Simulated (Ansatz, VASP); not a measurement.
## One calculation of Sb, two programs

Contents of POSCAR:

```
Sb
1.0
    4.1051829901     -0.0821036598      0.0000000000
   -2.1236953501      3.5962445865      0.0000000000
    0.0000000000      0.0000000000     26.8552477996
Sb
2
Direct
    0.3365121593      0.6668613099      0.3149868175
    0.6634878407      0.3331386901      0.3749201995
```

INCAR.step1

```
SYSTEM = Sb
PREC = Accurate ; ENCUT = 520
EDIFF = 1E-5 ; ISMEAR = 0
SIGMA = 0.01 ; LREAL = .FALSE.
LASPH = .TRUE. ; NELM = 100
ALGO = Normal ; ISIF = 2
LWAVE = .TRUE. ; LCHARG = .FALSE.
LDIPOL = .TRUE. ; IDIPOL = 3
DIPOL = 0.5 0.5 0.345 ; GGA = PE
NBANDS = 12
```

File INCAR.step2:

```
SYSTEM = Sb
PREC = Accurate ; ENCUT = 520
EDIFF = 1E-6 ; ISMEAR = 0
SIGMA = 0.01 ; LREAL = .FALSE.
LASPH = .TRUE. ; NELM = 100
ALGO = Normal ; ISIF = 2
LWAVE = .FALSE. ; LCHARG = .FALSE.
LDIPOL = .TRUE. ; IDIPOL = 3
DIPOL = 0.5 0.5 0.345 ; GGA = PE
LHFCALC = .TRUE. ; HFSCREEN = 0.2079
PRECFOCK = Normal ; ISTART = 1
NBANDS = 12
```

The input KPOINTS:

```
Automatic mesh
0
G
  6 6 1
  0 0 0
```

Input for Ansatz:

```yaml
crystal:
  lattice:
    - [4.1051829901, -0.0821036598, 0.0]
    - [-2.1236953501, 3.5962445865, 0.0]
    - [0.0, 0.0, 26.8552477996]
  atoms:
    - { symbol: Sb, position: [0.3365121593, 0.6668613099, 0.3149868175] }
    - { symbol: Sb, position: [0.6634878407, 0.3331386901, 0.3749201995] }
  periodic: [true, true, false]
kpoints:
  mp_grid: { grid: [6, 6, 1] }
  band_path:
    path:
      - [0.0, 0.0, 0.0]
      - [0.5, 0.0, 0.0]
      - [0.3333333333, 0.3333333333, 0.0]
      - [0.304688, 0.002604, 0.0]
    npoints: 1
hamiltonian:
  xc: hse06
scf:
  occupations: { method: fixed }
  n_extra_bands: 4
output:
  forces: true
  stress: true
  eigenvalues: true
```

Change from the starting cell: shear_xy strain -4.0%.

Alike in both runs: task single point; functional HSE06; k mesh 6 × 6 × 1; no spin polarisation.

```csv
,VASP,Ansatz
version,VASP 6.6.1,Ansatz 0.2.0
potentials or method,"VASP PAW PBE potentials, release 64 (Sb)","plane waves, PAW"
plane-wave cutoff (eV),520,420
occupations,"gaussian, width 0.01 eV",fixed
valence electrons in the cell,10,30
```

VASP gave:

```
gap on the k mesh at the Fermi level (eV) : 1.58
rms of the force components (eV/Å)        : 0.129
```

Task: Estimate Ansatz's values.

Result: gap on the k mesh at the Fermi level (eV): 1.53; rms of the force components (eV/Å): 0.068.

Atom by atom the forces differ by 0.061 eV/Å (rms over components). VASP's potentials hold 10 valence electrons a cell and Ansatz's 30, so a difference there can come from the potentials and not from the codes. Ansatz's warnings: stress exchange threshold loose, stress scf threshold loose.

Neither program's run includes spin-orbit coupling.
